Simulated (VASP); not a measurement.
Sc4Te, 5 atoms in the cell. The structure is cubic, space group Im-3m (No. 229). The conventional cell has a = 6.620 Å, b = 6.620 Å, c = 6.620 Å, α = 90.00°, β = 90.00°, γ = 90.00°. Within 3.8 Å of Sc (site symmetry -3m) lie 2 Te at 2.87 Å and 6 Sc at 3.31 Å. Te (site symmetry m-3m) has 8 Sc at 2.87 Å within 3.8 Å. The cell was built from a structure type or drawn by symmetry, and may not be a known phase.

| Property | Result |
| --- | --- |
| Program | VASP 6.6.1 |
| Task | single point |
| Functional | PBE |
| Potentials or basis | VASP PAW PBE potentials, release 64 (Sc_sv, Te) |
| Cutoff | 520 eV |
| k mesh | 4 × 4 × 4 |
| Occupations | gaussian, width 0.1 eV |
| Spin | no spin polarisation |
| Dipole correction | no |
| Further INCAR settings | ALGO = Normal; EDIFF = 1e-06; NBANDS = 33 |

Potentials or basis: VASP PAW PBE potentials, release 64 (Sc_sv, Te).

The run is started by

```bash
$ cat potpaw_PBE.64/Sc_sv/POTCAR potpaw_PBE.64/Te/POTCAR > POTCAR
$ mpirun -np 1 vasp_std > vasp.out
```

Hardware: 1 thread of Intel(R) Xeon(R) 6975P-C (Granite Rapids) (shared host).

Question: How long does it take, and how much memory?

Answer: Wall time 30 s on 1 thread of Intel(R) Xeon(R) 6975P-C (Granite Rapids), on a shared host, peak memory 0.31 GiB. Counts: scf iterations 14, k points 8.
